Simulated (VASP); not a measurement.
# FeO (F-43m) in VASP: settings compared, part 2 of 2

VASP 6.6.1. Earlier steps stand in the parts before.

## 3. Single point, PBEsol-based screened hybrid with 25 % exact exchange, collinear spin, ferromagnetic start

This run uses another cell than the first one, of 11.51 Å³/atom.

Input file POSCAR:

```
FeO
1.0
    0.0000000000      2.2575495171      2.2575495171
    2.2575495171      0.0000000000      2.2575495171
    2.2575495171      2.2575495171      0.0000000000
Fe O
1 1
Direct
    0.0000000000      0.0000000000      0.0000000000
    0.2500000000      0.2500000000      0.2500000000
```

Input file INCAR.step1:

```
ALGO = Normal
EDIFF = 1E-5
ENCUT = 520
GGA = PE
ISIF = 2
ISMEAR = -1
ISPIN = 2
LASPH = True
LMAXMIX = 4
LORBIT = 11
LREAL = False
LWAVE = True
MAGMOM = 3 0
NBANDS = 18
NELM = 150
PREC = Accurate
SIGMA = 0.05
```

Input file INCAR.step2:

```
AEXX = 0.25
ALGO = Normal
EDIFF = 1E-6
ENCUT = 520
GGA = PS
HFSCREEN = 0.207
ISIF = 2
ISMEAR = -1
ISPIN = 2
ISTART = 1
LASPH = True
LCHARG = True
LELF = True
LHFCALC = True
LMAXMIX = 4
LORBIT = 11
LREAL = False
LVHAR = True
LWAVE = False
MAGMOM = 3 0
NBANDS = 18
NELM = 150
PREC = Accurate
PRECFOCK = Normal
SIGMA = 0.05
```

Input file KPOINTS:

```
k-points
0
Gamma
  5 5 5
```

Potentials or basis: VASP PAW PBE potentials, release 64 (Fe, O).

Launch:

```
$ cat potpaw_PBE.64/Fe/POTCAR potpaw_PBE.64/O/POTCAR > POTCAR
$ cp INCAR.step1 INCAR
$ mpirun -np 1 vasp_std > vasp.out
$ cp INCAR.step2 INCAR
$ mpirun -np 1 vasp_std > vasp.out
```

OUTCAR:

```text
AEXX = 0.25
   EDIFF = 1E-6
   ENCUT = 520
   GGA = PS
   HFSCREEN = 0.207
   ISIF = 2
   ISMEAR = -1
   ISPIN = 2
   ISTART = 1
   LASPH = True
   LHFCALC = True
   LORBIT = 11
   LREAL = False
   NELM = 150
   PREC = Accurate
   PRECFOCK = Normal

 ion  position               nearest neighbor table
   1  0.000  0.000  0.000-   2 1.96   2 1.96   2 1.96   2 1.96
   2  0.250  0.250  0.250-   1 1.96   1 1.96   1 1.96   1 1.96

  LATTYP: Found a face centered cubic cell.
 ALAT       =     4.5150990342

  Lattice vectors:

 A1 = (   0.0000000000,   2.2575495171,   2.2575495171)
 A2 = (   2.2575495171,   0.0000000000,   2.2575495171)
 A3 = (   2.2575495171,   2.2575495171,   0.0000000000)

Analysis of symmetry for initial positions (statically):
=====================================================================
 Subroutine PRICEL returns:
 Original cell was already a primitive cell.

 Routine SETGRP: Setting up the symmetry group for a
 face centered cubic supercell.

 Subroutine GETGRP returns: Found 24 space group operations
 (whereof 24 operations were pure point group operations)
 out of a pool of 48 trial point group operations.

The static configuration has the point symmetry T_d .

Analysis of symmetry for dynamics (positions and initial velocities):
=====================================================================
 Subroutine PRICEL returns:
 Original cell was already a primitive cell.

 Routine SETGRP: Setting up the symmetry group for a
 face centered cubic supercell.

 Subroutine GETGRP returns: Found 24 space group operations
 (whereof 24 operations were pure point group operations)
 out of a pool of 48 trial point group operations.

The dynamic configuration has the point symmetry T_d .

Analysis of structural, dynamic, and magnetic symmetry:
=====================================================================
 Subroutine PRICEL returns:
 Original cell was already a primitive cell.

[... 143 lines left out ...]
  free energy    TOTEN  =       -21.67898664 eV

  energy without entropy =      -21.67154383  energy(sigma->0) =      -21.67526524

 E-fermi :   5.7749     XC(G=0):  -9.3869

 val. band max:        5.7124885561   @ k =  -0.4000   0.4000   0.2000
 cond. band min:       5.8961808091   @ k =  -0.2000   0.2000   0.0000
 fundamental gap:      0.1836922529
 Fermi energy:         5.7749197775

 spin component 1

 k-point     1 :       0.0000    0.0000    0.0000
  band No.  band energies     occupation
      1     -18.4468      1.00000
      2      -4.3195      1.00000
      3      -4.3195      1.00000
      4      -4.3195      1.00000
      5      -1.6754      1.00000
      6      -1.6754      1.00000
[... 186 lines left out ...]
      4      -3.0954      1.00000
      5      -1.6796      1.00000
      6      -1.4396      1.00000
[... 10 lines left out ...]
     17      30.5376      0.00000
     18      33.1097      0.00000
 Fermi energy:         5.7749197775

 spin component 2

 k-point     1 :       0.0000    0.0000    0.0000
  band No.  band energies     occupation
      1     -17.7497      1.00000
      2      -1.7683      1.00000
      3      -1.7682      1.00000
      4      -1.7682      1.00000
      5       4.7580      1.00000
      6       6.6053      0.00000
[... 187 lines left out ...]
      5       3.8171      1.00000
      6       5.7125      0.77706
[... 10 lines left out ...]
     17      30.9233      0.00000
     18      33.5704      0.00000

------------------------ aborting loop because EDIFF is reached ----------------------------------------

  FORCE on cell =-STRESS in cart. coord.  units (eV):
  Direction    XX          YY          ZZ          XY          YZ          ZX
  --------------------------------------------------------------------------------------
  -------------------------------------------------------------------------------------
  Total        0.1684285      0.1684285      0.1684285     -0.0000000     -0.0000000      0.0000000
  in kB       11.7269327     11.7269327     11.7269327     -0.0000000     -0.0000000      0.0000000
  external PRESSURE =      11.7269327 kB  Pullay stress =       0.0000000 kB

 VOLUME and BASIS-vectors are now :
 -----------------------------------------------------------------------------
  energy-cutoff  :      520.00
  volume of cell :       23.01
      direct lattice vectors                 reciprocal lattice vectors
     0.000000000  2.257549517  2.257549517    -0.221479084  0.221479084  0.221479084
     2.257549517  0.000000000  2.257549517     0.221479084 -0.221479084  0.221479084
     2.257549517  2.257549517  0.000000000     0.221479084  0.221479084 -0.221479084

 POSITION                                       TOTAL-FORCE (eV/Angst)
 -----------------------------------------------------------------------------------
      0.00000      0.00000      0.00000        -0.000000      0.000000     -0.000000
      1.12877      1.12877      1.12877         0.000000     -0.000000      0.000000
 -----------------------------------------------------------------------------------
    total drift:                               -0.000009      0.000004     -0.000010

  FREE ENERGIE OF THE ION-ELECTRON SYSTEM (eV)
  ---------------------------------------------------
  free  energy   TOTEN  =       -21.6789866441 eV

  energy  without entropy=      -21.6715438314  energy(sigma->0) =      -21.67526524

 total charge

# of ion       s       p       d       tot
------------------------------------------
    1        0.361   0.517   6.036   6.914
    2        1.552   3.519   0.000   5.071
--------------------------------------------------
tot          1.913   4.036   6.036  11.985

 magnetization (x)

# of ion       s       p       d       tot
------------------------------------------
    1        0.014   0.032   3.698   3.744
    2        0.019   0.252   0.000   0.271
--------------------------------------------------
tot          0.033   0.284   3.698   4.015
```

It took 22 min on 1 thread of Intel Xeon Platinum 8259CL at 2.50GHz (Skylake/Cascade Lake), shared host; peak memory 0.26 GiB.

What came out:

* Free energy: -21.6790 eV
* Pressure: 1.2 GPa
* Band gap on the k mesh: zero (filled and empty bands overlap)
* Net moment: 4.02 μB per cell
* Site moments: Fe +3.74; O +0.27 μB
* Valence electrons inside the program's atomic spheres: Fe 6.91; O 5.07

Caveat: the k points lie up to 0.48 Å⁻¹ apart, too coarse for converged energies and pressures of a metal; the PAW data sets were made with another functional, which shifts forces and pressure a little; a cell with one magnetic atom can't hold antiferromagnetic order, which such compounds often take.

## 4. Single point, PBEsol-based global hybrid with 25 % exact exchange, collinear spin, ferromagnetic start

This run uses another cell than the first one, of 13.51 Å³/atom.

Input file POSCAR:

```
FeO
1.0
    0.0000000000      2.3818830800      2.3818830800
    2.3818830800      0.0000000000      2.3818830800
    2.3818830800      2.3818830800      0.0000000000
Fe O
1 1
Direct
    0.0000000000      0.0000000000      0.0000000000
    0.2500000000      0.2500000000      0.2500000000
```

Input file INCAR.step1:

```
SYSTEM = FeO
PREC = Accurate
ENCUT = 520
EDIFF = 1E-5
ISMEAR = -1
SIGMA = 0.05
LREAL = .FALSE.
LASPH = .TRUE.
NELM = 150
ALGO = Normal
ISIF = 2
LWAVE = .TRUE.
ISPIN = 2
MAGMOM = 3 0
LORBIT = 11
LMAXMIX = 4
GGA = PE
NBANDS = 18
```

Input file INCAR.step2:

```
SYSTEM = FeO
PREC = Accurate
ENCUT = 520
EDIFF = 1E-6
ISMEAR = -1
SIGMA = 0.05
LREAL = .FALSE.
LASPH = .TRUE.
NELM = 150
ALGO = Normal
ISIF = 2
LWAVE = .FALSE.
LCHARG = .TRUE.
ISPIN = 2
MAGMOM = 3 0
LORBIT = 11
LMAXMIX = 4
GGA = PS
LHFCALC = .TRUE.
AEXX = 0.25
PRECFOCK = Normal
LELF = .TRUE.
LVHAR = .TRUE.
ISTART = 1
NBANDS = 18
```

Input file KPOINTS:

```
regular mesh
0
G
  5 5 5
  0 0 0
```

Potentials or basis: VASP PAW PBE potentials, release 64 (Fe, O).

Launch:

```
$ cat potpaw_PBE.64/Fe/POTCAR potpaw_PBE.64/O/POTCAR > POTCAR
$ cp INCAR.step1 INCAR
$ mpirun -np 1 vasp_std > vasp.out
$ cp INCAR.step2 INCAR
$ mpirun -np 1 vasp_std > vasp.out
```

OUTCAR:

```text
SYSTEM = FeO
   PREC = Accurate
   ENCUT = 520
   EDIFF = 1E-6
   ISMEAR = -1
   LREAL = .FALSE.
   LASPH = .TRUE.
   NELM = 150
   ISIF = 2
   ISPIN = 2
   LORBIT = 11
   GGA = PS
   LHFCALC = .TRUE.
   AEXX = 0.25
   PRECFOCK = Normal
   ISTART = 1

 ion  position               nearest neighbor table
   1  0.000  0.000  0.000-   2 2.06   2 2.06   2 2.06   2 2.06
   2  0.250  0.250  0.250-   1 2.06   1 2.06   1 2.06   1 2.06

  LATTYP: Found a face centered cubic cell.
 ALAT       =     4.7637661600

  Lattice vectors:

 A1 = (   0.0000000000,   2.3818830800,   2.3818830800)
 A2 = (   2.3818830800,   0.0000000000,   2.3818830800)
 A3 = (   2.3818830800,   2.3818830800,   0.0000000000)

Analysis of symmetry for initial positions (statically):
=====================================================================
 Subroutine PRICEL returns:
 Original cell was already a primitive cell.

 Routine SETGRP: Setting up the symmetry group for a
 face centered cubic supercell.

[... 402 lines left out ...]
      6       5.6584      0.00000
[... 187 lines left out ...]
      5       2.3173      1.00000
      6       4.1917      0.79260
[... 10 lines left out ...]
     17      27.8132      0.00000
     18      30.1628      0.00000

------------------------ aborting loop because EDIFF is reached ----------------------------------------

  FORCE on cell =-STRESS in cart. coord.  units (eV):
  Direction    XX          YY          ZZ          XY          YZ          ZX
  --------------------------------------------------------------------------------------
  -------------------------------------------------------------------------------------
  Total       -3.3867185     -3.3867185     -3.3867185     -0.0000000      0.0000000      0.0000000
  in kB     -200.7697902   -200.7697902   -200.7697902     -0.0000000      0.0000000      0.0000000
  external PRESSURE =    -200.7697902 kB  Pullay stress =       0.0000000 kB

 VOLUME and BASIS-vectors are now :
 -----------------------------------------------------------------------------
  energy-cutoff  :      520.00
  volume of cell :       27.03
      direct lattice vectors                 reciprocal lattice vectors
     0.000000000  2.381883080  2.381883080    -0.209917944  0.209917944  0.209917944
     2.381883080  0.000000000  2.381883080     0.209917944 -0.209917944  0.209917944
     2.381883080  2.381883080  0.000000000     0.209917944  0.209917944 -0.209917944

 POSITION                                       TOTAL-FORCE (eV/Angst)
 -----------------------------------------------------------------------------------
      0.00000      0.00000      0.00000         0.000000      0.000000      0.000000
      1.19094      1.19094      1.19094        -0.000000     -0.000000     -0.000000
 -----------------------------------------------------------------------------------
    total drift:                               -0.000013      0.000001     -0.000011

  FREE ENERGIE OF THE ION-ELECTRON SYSTEM (eV)
  ---------------------------------------------------
  free  energy   TOTEN  =       -23.0088599785 eV

  energy  without entropy=      -23.0038972819  energy(sigma->0) =      -23.00637863

 total charge

# of ion       s       p       d       tot
------------------------------------------
    1        0.306   0.386   5.927   6.618
    2        1.548   3.438   0.000   4.986
--------------------------------------------------
tot          1.854   3.824   5.927  11.604

 magnetization (x)

# of ion       s       p       d       tot
------------------------------------------
    1        0.014   0.019   3.746   3.779
    2        0.017   0.227   0.000   0.244
--------------------------------------------------
tot          0.031   0.246   3.746   4.023
```

OSZICAR.step1:

```text
N       E                     dE             d eps       ncg     rms          rms(c)
DAV:   1     0.733548388588E+02    0.73355E+02   -0.64384E+03   752   0.817E+02
DAV:   2    -0.122717173418E+02   -0.85627E+02   -0.72603E+02   740   0.195E+02
DAV:   3    -0.178996393612E+02   -0.56279E+01   -0.54675E+01   866   0.558E+01
DAV:   4    -0.179532678778E+02   -0.53629E-01   -0.53599E-01   864   0.528E+00
DAV:   5    -0.179537857112E+02   -0.51783E-03   -0.51782E-03   852   0.549E-01    0.186E+01
DAV:   6    -0.166047854716E+02    0.13490E+01   -0.25422E+01   944   0.659E+01    0.258E+01
DAV:   7    -0.149708530512E+02    0.16339E+01   -0.11022E+01   912   0.513E+01    0.887E+00
DAV:   8    -0.149280101516E+02    0.42843E-01   -0.43245E-01   898   0.597E+00    0.467E+00
DAV:   9    -0.149081248866E+02    0.19885E-01   -0.25801E-01  1010   0.790E+00    0.164E+00
DAV:  10    -0.148927863334E+02    0.15339E-01   -0.45956E-02   992   0.335E+00    0.562E-01
DAV:  11    -0.148908269294E+02    0.19594E-02   -0.13909E-02  1056   0.145E+00    0.112E-01
DAV:  12    -0.148909100091E+02   -0.83080E-04   -0.79628E-04   818   0.218E-01    0.568E-02
DAV:  13    -0.148909243206E+02   -0.14312E-04   -0.12589E-04   898   0.995E-02    0.315E-02
DAV:  14    -0.148909366832E+02   -0.12363E-04   -0.22980E-05   832   0.682E-02    0.271E-02
DAV:  15    -0.148909385808E+02   -0.18976E-05   -0.11019E-05   544   0.427E-02
   1 F= -.14890939E+02 E0= -.14883816E+02  d E =-.142451E-01  mag=     4.0162
```

It took 58 min on 1 thread of Intel Xeon Platinum 8488C (Sapphire Rapids), shared host; peak memory 0.18 GiB.

What came out:

* Free energy: -23.0089 eV
* Pressure: -20.1 GPa
* Band gap on the k mesh: zero (filled and empty bands overlap)
* Net moment: 4.02 μB per cell
* Site moments: Fe +3.78; O +0.24 μB
* Valence electrons inside the program's atomic spheres: Fe 6.62; O 4.99

Caveat: the k points lie up to 0.46 Å⁻¹ apart, too coarse for converged energies and pressures of a metal; the PAW data sets were made with another functional, which shifts forces and pressure a little; a cell with one magnetic atom can't hold antiferromagnetic order, which such compounds often take.

## 5. Summary

| level | potentials or basis | cell | k mesh | cutoff (eV) | grid for exact exchange (PRECFOCK) | share of exact exchange | screening parameter | gap on the mesh (eV) | pressure (GPa) | moment (μB) |
| --- | --- | --- | --- | --- | --- | --- | --- | --- | --- | --- |
| PBE | VASP PAW PBE potentials, release 64 (Fe_sv, O) | a = 3.300 Å, angles 60.0°, 2 atoms | 10 × 10 × 10 | 600 | - | - | - | none | -7.5 | 4.02 |
| PBEsol-based screened hybrid with 25 % exact exchange | VASP PAW PBE potentials, release 64 (Fe, O) | a = 3.193 Å, angles 60.0°, 2 atoms | 5 × 5 × 5 | 520 | Normal | 0.25 | 0.207 1/Å | none | 1.2 | 4.02 |
| PBEsol-based global hybrid with 25 % exact exchange | VASP PAW PBE potentials, release 64 (Fe, O) | a = 3.368 Å, angles 60.0°, 2 atoms | 5 × 5 × 5 | 520 | Normal | 0.25 | - | none | -20.1 | 4.02 |

Alike in all rows: task single point; spin collinear, ferromagnetic start; smearing fermi-dirac 0.05 eV.

Caveats: some runs use coarse meshes; a cell with one magnetic atom can't hold antiferromagnetic order, which such compounds often take; the PAW data sets were made with another functional, which shifts forces and pressure a little (at least some runs); the cell stands under tension (at least some runs); semilocal functionals often make such compounds metallic where correlation or magnetic order opens a gap, which also shifts bond lengths (at least some runs).

Total energies depend on the potentials used, so only differences within one code and one set of settings carry meaning.
